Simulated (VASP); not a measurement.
# SmSi4 (Im-3m) in VASP: notebook

Aim: see how the results for SmSi4 move with the level of theory and the settings. Levels: PBE, PBE+D4. Tasks: single point.

Everything below comes from runs of VASP 6.6.1. Logs are shortened: lines on timing, memory, paths and dates and some standing lists are left out, and cuts for length are marked.

### 1 The cell of the first run

It takes space group Im-3m (No. 229, cubic). The conventional cell has a = 6.346 Å, b = 6.346 Å, c = 6.346 Å, α = 90.00°, β = 90.00°, γ = 90.00°. Within 3.6 Å of Sm (site symmetry m-3m) lie 8 Si at 2.75 Å. Si (site symmetry -3m) has 2 Sm at 2.75 Å and 6 Si at 3.17 Å within 3.6 Å.

The cell was built from a structure type or drawn by symmetry, and may not be a known phase.

### 2 Single point, PBE

INCAR reads:

```
SYSTEM = SmSi4
PREC = Accurate
ENCUT = 500
EDIFF = 1E-6
ISMEAR = 0
SIGMA = 0.1
LREAL = .FALSE.
LASPH = .TRUE.
NELM = 200
ALGO = Normal
ISIF = 2
LWAVE = .FALSE.
LCHARG = .FALSE.
GGA = PE
NBANDS = 22
GGA_COMPAT = .FALSE.
LMAXMIX = 6
```

KPOINTS reads:

```
regular mesh
0
G
  4 4 4
  0 0 0
```

POSCAR reads:

```
SmSi4
1.0
   -3.1731735472      3.1731735472      3.1731735472
    3.1731735472     -3.1731735472      3.1731735472
    3.1731735472      3.1731735472     -3.1731735472
Sm Si
1 4
Direct
    0.0000000000      0.0000000000      0.0000000000
    0.5000073862      0.5000073862      0.5000073862
    0.4999926138      0.0000000000      0.0000000000
    0.0000000000      0.0000000000      0.4999926138
    0.0000000000      0.4999926138      0.0000000000
```

Potentials or basis: VASP PAW PBE potentials, release 64 (Sm_3, Si), 4f in core.

The run is started by

```sh
$ cat potpaw_PBE.64/Sm_3/POTCAR potpaw_PBE.64/Si/POTCAR > POTCAR
$ mpirun -np 1 vasp_std > vasp.out
```

OUTCAR:

```text
SYSTEM = SmSi4
   PREC = Accurate
   ENCUT = 500
   EDIFF = 1E-6
   ISMEAR = 0
   LREAL = .FALSE.
   LASPH = .TRUE.
   NELM = 200
   ISIF = 2
   GGA = PE

 ion  position               nearest neighbor table
   1  0.000  0.000  0.000-   2 2.75   3 2.75   4 2.75   5 2.75   2 2.75   4 2.75   5 2.75   3 2.75

   2  0.500  0.500  0.500-   1 2.75   1 2.75
   3  0.500  0.000  0.000-   1 2.75   1 2.75
   4  0.000  0.000  0.500-   1 2.75   1 2.75
   5  0.000  0.500  0.000-   1 2.75   1 2.75

  LATTYP: Found a body centered cubic cell.
 ALAT       =     6.3463470944

  Lattice vectors:

 A1 = (  -3.1731735472,   3.1731735472,   3.1731735472)
 A2 = (   3.1731735472,  -3.1731735472,   3.1731735472)
 A3 = (   3.1731735472,   3.1731735472,  -3.1731735472)

Analysis of symmetry for initial positions (statically):
=====================================================================
 Subroutine PRICEL returns:
 Original cell was already a primitive cell.

 Routine SETGRP: Setting up the symmetry group for a
 body centered cubic supercell.

 Subroutine GETGRP returns: Found 24 space group operations
 (whereof 24 operations were pure point group operations)
 out of a pool of 48 trial point group operations.

The static configuration has the point symmetry T_d .

Analysis of symmetry for dynamics (positions and initial velocities):
=====================================================================
 Subroutine PRICEL returns:
 Original cell was already a primitive cell.

 Routine SETGRP: Setting up the symmetry group for a
 body centered cubic supercell.

 Subroutine GETGRP returns: Found 24 space group operations
 (whereof 24 operations were pure point group operations)
 out of a pool of 48 trial point group operations.

The dynamic configuration has the point symmetry T_d .

 Subroutine INISYM returns: Found 24 space group operations
 (whereof 24 operations are pure point group operations),
 and found     1 'primitive' translations

----------------------------------------------------------------------------------------

                                     Primitive cell

  volume of cell :     127.8031

  direct lattice vectors                    reciprocal lattice vectors
    -3.173173547  3.173173547  3.173173547     0.000000000  0.157570959  0.157570959
     3.173173547 -3.173173547  3.173173547     0.157570959  0.000000000  0.157570959
     3.173173547  3.173173547 -3.173173547     0.157570959  0.157570959  0.000000000

  length of vectors
     5.496097805  5.496097805  5.496097805     0.222838988  0.222838988  0.222838988

  position of ions in fractional coordinates (direct lattice)
     0.000000000  0.000000000  0.000000000
     0.500007386  0.500007386  0.500007386
     0.499992614  0.000000000  0.000000000
     0.000000000  0.000000000  0.499992614
     0.000000000  0.499992614  0.000000000

  ion indices of the primitive-cell ions
   primitive index   ion index
                 1           1
                 2           2
                 3           3
                 4           4
                 5           5

----------------------------------------------------------------------------------------

 KPOINTS: regular mesh

Automatic generation of k-mesh.
 Grid dimensions read from file:
 generate k-points for:    4    4    4

 Generating k-lattice:

  Cartesian coordinates                     Fractional coordinates (reciprocal lattice)
     0.000000000  0.039392740  0.039392740     0.250000000  0.000000000  0.000000000
     0.039392740  0.000000000  0.039392740     0.000000000  0.250000000  0.000000000
     0.039392740  0.039392740  0.000000000     0.000000000  0.000000000  0.250000000

  Length of vectors
     0.055709747  0.055709747  0.055709747

  Shift w.r.t. Gamma in fractional coordinates (k-lattice)
     0.000000000  0.000000000  0.000000000

 Subroutine IBZKPT returns following result:
 ===========================================

 Found      8 irreducible k-points:

 Following reciprocal coordinates:
            Coordinates               Weight
  0.000000  0.000000  0.000000      1.000000
  0.250000  0.000000  0.000000     12.000000
  0.500000  0.000000  0.000000      6.000000
  0.250000  0.250000  0.000000     24.000000
  0.250000  0.250000  0.250000      2.000000
 -0.250000  0.250000  0.250000      6.000000
  0.500000  0.500000  0.250000     12.000000
  0.500000  0.500000  0.500000      1.000000
   k-points           NKPTS =      8   k-points in BZ     NKDIM =      8   number of bands    NBANDS=     22
   number of dos      NEDOS =    301   number of ions     NIONS =      5
   total plane-waves  NPLWV =  64000
   dimension x,y,z NGX =    40 NGY =   40 NGZ =   40
   dimension x,y,z NGXF=    80 NGYF=   80 NGZF=   80
   ions per type =               1   4
   NGX,Y,Z   is equivalent  to a cutoff of  12.10, 12.10, 12.10 a.u.
   NGXF,Y,Z  is equivalent  to a cutoff of  24.20, 24.20, 24.20 a.u.
 SYSTEM =  SmSi4
   PREC   = accura    normal or accurate (medium, high low for compatibility)
   ISTART =      0    job   : 0-new  1-cont  2-samecut
   ICHARG =      2    charge: 1-file 2-atom 10-const
   ISPIN  =      1    spin polarized calculation?
   LNONCOLLINEAR =      F non collinear calculations
   LSORBIT =      F    spin-orbit coupling
   LASPH  =      T    aspherical Exc in radial PAW
   ENCUT  =  500.0 eV  36.75 Ry    6.06 a.u.  10.02 10.02 10.02*2*pi/ulx,y,z
   NELM   =    200;   NELMIN=  2; NELMDL= -5     # of ELM steps
   EDIFF  = 0.1E-05   stopping-criterion for ELM
   LREAL  =      F    real-space projection
   EDIFFG = 0.1E-04   stopping-criterion for IOM
   NSW    =      0    number of steps for IOM
   IBRION =     -1    ionic relax: 0-MD 1-quasi-New 2-CG
   NFREE  =      0    steps in history (QN), initial steepest desc. (CG)
   ISIF   =      2    stress and relaxation
   ISYM   =      2    0-nonsym 1-usesym 2-fastsym
   POTIM  = 0.5000    time-step for ionic-motion
   TEBEG  =    0.0;   TEEND  =   0.0 temperature during run
   PSTRESS=    0.0 pullay stress
   NELECT =      27.0000    total number of electrons
   NUPDOWN=      -1.0000    fix difference up-down
   EMIN   =  10.00;   EMAX   =-10.00  energy-range for DOS
   EFERMI =   0.00;   METHOD = LEGACY
   ISMEAR =     0;   SIGMA  =   0.10  broadening in eV -4-tet -1-fermi 0-gaus
   EFERMI_NEDOS =   21; number of points for ismear=-14 and -15
   IALGO  =     38    algorithm
   IMIX   =      4    mixing-type and parameters
     AMIX     =   0.40;   BMIX     =  1.00
     AMIX_MAG =   1.60;   BMIX_MAG =  1.00
  volume/ion in A,a.u.               =      25.56       172.49
  Fermi-wavevector in a.u.,A,eV,Ry     =   0.975025  1.842529 12.934692  0.950673
  Thomas-Fermi vector in A             =   2.105531
   LORBIT       =      0    0 simple, 1 ext, 2 COOP (PROOUT), +10 PAW based schemes
   GGA     = PE    functional components
   LHFCALC =     F    Hartree Fock is set to
   AEXX    =    0.0000 exact exchange contribution
   IVDW    =     0    specifies the selected vdW correction
   LEPSILON=     F    determine dielectric tensor
   LRPA    =     F    only Hartree local field effects (RPA)
 non-spin polarized calculation
 Gauss-broadening in eV      SIGMA  =   0.10
  energy-cutoff  :      500.00
  volume of cell :      127.80
 maximum number of plane-waves:      3300
   NGX = 19   NGY = 19   NGZ = 19

 number of electron      27.0000002 magnetization

 Free energy of the ion-electron system (eV)
  ---------------------------------------------------
  ext. energy  EPLUGINS =         0.00000000
  ---------------------------------------------------
  free energy    TOTEN  =       -22.58112213 eV

  energy without entropy =      -22.56099018  energy(sigma->0) =      -22.57105616

 E-fermi :   3.8236     XC(G=0):  -9.1234

 val. band max:        3.6405218141   @ k =   0.5000   0.5000   0.2500
 cond. band min:       3.8571826661   @ k =   0.5000   0.0000   0.0000
 fundamental gap:      0.2166608520
 Fermi energy:         3.8235834028

 k-point     1 :       0.0000    0.0000    0.0000
  band No.  band energies     occupation
      1     -35.6917      2.00000
      2     -15.5091      2.00000
      3     -15.5091      2.00000
      4     -15.5091      2.00000
      5      -5.6661      2.00000
      6      -2.3121      2.00000
[... 14 lines left out ...]
     21       8.4966      0.00000
     22       8.5795      0.00000

 k-point     2 :       0.2500    0.0000    0.0000
  band No.  band energies     occupation
      1     -35.6913      2.00000
      2     -15.5334      2.00000
      3     -15.5196      2.00000
      4     -15.5086      2.00000
      5      -5.1997      2.00000
      6      -2.7440      2.00000
[... 14 lines left out ...]
     21       8.3031      0.00000
     22       8.5632      0.00000

 k-point     3 :       0.5000    0.0000    0.0000
  band No.  band energies     occupation
      1     -35.6910      2.00000
      2     -15.5572      2.00000
      3     -15.5300      2.00000
      4     -15.5080      2.00000
      5      -4.3102      2.00000
      6      -3.6171      2.00000
[... 14 lines left out ...]
     21       7.9794      0.00000
     22       8.2590      0.00000

 k-point     4 :       0.2500    0.2500    0.0000
  band No.  band energies     occupation
      1     -35.6910      2.00000
      2     -15.5494      2.00000
      3     -15.5313      2.00000
      4     -15.5145      2.00000
      5      -4.3948      2.00000
      6      -3.1089      2.00000
[... 14 lines left out ...]
     21       7.8872      0.00000
     22       8.3534      0.00000

 k-point     5 :       0.2500    0.2500    0.2500
  band No.  band energies     occupation
      1     -35.6910      2.00000
      2     -15.5323      2.00000
      3     -15.5323      2.00000
      4     -15.5323      2.00000
      5      -3.4881      2.00000
      6      -3.2890      2.00000
[... 14 lines left out ...]
     21       9.1302      0.00000
     22       9.1302      0.00000

 k-point     6 :      -0.2500    0.2500    0.2500
  band No.  band energies     occupation
      1     -35.6910      2.00000
      2     -15.5332      2.00000
      3     -15.5304      2.00000
      4     -15.5304      2.00000
      5      -4.7355      2.00000
      6      -2.8182      2.00000
[... 14 lines left out ...]
     21       7.8198      0.00000
     22       9.2678      0.00000

 k-point     7 :       0.5000    0.5000    0.2500
  band No.  band energies     occupation
      1     -35.6906      2.00000
      2     -15.5547      2.00000
      3     -15.5411      2.00000
      4     -15.5302      2.00000
      5      -3.8209      2.00000
      6      -3.3994      2.00000
[... 14 lines left out ...]
     21       8.1507      0.00000
     22       8.1863      0.00000

 k-point     8 :       0.5000    0.5000    0.5000
  band No.  band energies     occupation
      1     -35.6903      2.00000
      2     -15.5523      2.00000
      3     -15.5523      2.00000
      4     -15.5523      2.00000
      5      -3.1050      2.00000
      6      -3.1050      2.00000
[... 14 lines left out ...]
     21       8.7648      0.00000
     22       8.7648      0.00000

------------------------ aborting loop because EDIFF is reached ----------------------------------------

  FORCE on cell =-STRESS in cart. coord.  units (eV):
  Direction    XX          YY          ZZ          XY          YZ          ZX
  --------------------------------------------------------------------------------------
  -------------------------------------------------------------------------------------
  Total        0.3152583      0.3152583      0.3152583      0.0000000     -0.0000000      0.0000000
  in kB        3.9521701      3.9521701      3.9521701      0.0000000     -0.0000000      0.0000000
  external PRESSURE =       3.9521701 kB  Pullay stress =       0.0000000 kB

 VOLUME and BASIS-vectors are now :
 -----------------------------------------------------------------------------
  energy-cutoff  :      500.00
  volume of cell :      127.80
      direct lattice vectors                 reciprocal lattice vectors
    -3.173173547  3.173173547  3.173173547     0.000000000  0.157570959  0.157570959
     3.173173547 -3.173173547  3.173173547     0.157570959  0.000000000  0.157570959
     3.173173547  3.173173547 -3.173173547     0.157570959  0.157570959  0.000000000

 POSITION                                       TOTAL-FORCE (eV/Angst)
 -----------------------------------------------------------------------------------
      0.00000      0.00000      0.00000        -0.000000      0.000000     -0.000000
      1.58661      1.58661      1.58661        -0.000298     -0.000298     -0.000298
     -1.58656      1.58656      1.58656        -0.000298      0.000298      0.000298
      1.58656      1.58656     -1.58656         0.000298      0.000298     -0.000298
      1.58656     -1.58656      1.58656         0.000298     -0.000298      0.000298
 -----------------------------------------------------------------------------------
    total drift:                                0.000000      0.000000      0.000000

  FREE ENERGIE OF THE ION-ELECTRON SYSTEM (eV)
  ---------------------------------------------------
  free  energy   TOTEN  =       -22.5811221303 eV

  energy  without entropy=      -22.5609901829  energy(sigma->0) =      -22.57105616
```

Wall time 12 s (1 thread of Intel Xeon 6975P-C (Granite Rapids), shared host); peak memory 0.24 GiB.

Results:

```yaml
Free_energy: -22.5811 eV
Pressure: 0.4 GPa
Band_gap_on_the_k_mesh: zero (an odd number of electrons rules out a gap without spin polarisation)
```

Caveat: spin-orbit coupling is left out, which moves the levels of the heavy elements; the 4f electrons are frozen in the core, so they carry no moment and show no levels.

(Part 1 of 2 ends here.)
